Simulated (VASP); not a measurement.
Runs of VASP 6.6.1 on Zr. Symmetry: P6_3/mmc, No. 194, hexagonal system. Conventional cell: a = 3.144 Å, b = 3.144 Å, c = 5.089 Å, α = 90.00°, β = 90.00°, γ = 120.00°. Within 4.1 Å of Zr (site symmetry -6m2) lie 12 Zr at 3.13 to 3.14 Å. 

```csv
k mesh,smearing,gap on the mesh (eV),pressure (GPa)
12 × 12 × 6,methfessel-paxton 1 eV,none,(b)
12 × 12 × 6,gaussian 0.3 eV,none,(a)
12 × 12 × 6,methfessel-paxton 0.03 eV,none,0.1
12 × 12 × 6,fermi-dirac 0.6 eV,none,5.4
2 × 2 × 1,fermi-dirac 0.1 eV,none,-1.5
```

Alike in all rows: task single point; level LDA; potentials or basis VASP PAW LDA potentials, release 64 (Zr_sv); no spin polarisation; cell as given; cutoff (eV) 520.

Fill in the values left out.

(a) 0.2; (b) -0.2.

Caveats: some runs use coarse meshes.

A k mesh can miss the band edges, and the runs leave out spin-orbit coupling on Zr.

A gap of «none» marks levels without a gap at the run's occupations.
